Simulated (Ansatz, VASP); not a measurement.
## Be4ZnTe: VASP beside Ansatz

```
Be Zn Te
1.0
     3.85019    0.00000    0.00000
    -1.92510    3.33437    0.00000
     0.00000    0.00000    6.07029
Be Zn Te
4 1 1
Direct
  0.33333 0.66667 0.00225
  0.66667 0.33333 0.00225
  0.33333 0.66667 0.25583
  0.66667 0.33333 0.25583
  0.00000 0.00000 0.26680
  0.00000 0.00000 0.71779
```

Alike in both runs: task relaxation of cell and atoms; functional PBE; k mesh 5 × 5 × 3; occupations gaussian, width 0.2 eV; no spin polarisation.

|  | VASP | Ansatz |
| --- | --- | --- |
| version | VASP 6.6.1 | Ansatz 0.2.0 |
| potentials or method | VASP PAW PBE potentials, release 64 (Be, Zn, Te), cutoff 600 eV | scalar-relativistic, plane waves, PAW |
| valence electrons in the cell | 26 | 36 |

Ansatz gave:

- gap on the k mesh at the Fermi level, each at its own relaxed structure (eV): none
- relaxed volume (Å³/atom): 15.39
- relaxed cell length with the largest relative difference (Å): 7.228

Problem. Which values does VASP return?

Solution. gap on the k mesh at the Fermi level, each at its own relaxed structure (eV): none; relaxed volume (Å³/atom): 15.47; relaxed cell length with the largest relative difference (Å): 7.306.

A gap of «none» marks a metal or a gap that the smearing closes. VASP's potentials hold 26 valence electrons a cell and Ansatz's 36, so a difference there can come from the potentials and not from the codes.

The k mesh is coarse, so the values compare programs but aren't converged. Spin-orbit coupling is off throughout. Noted on VASP's run: the volume moved by over 15 % at a fixed basis, so the end points are rough.
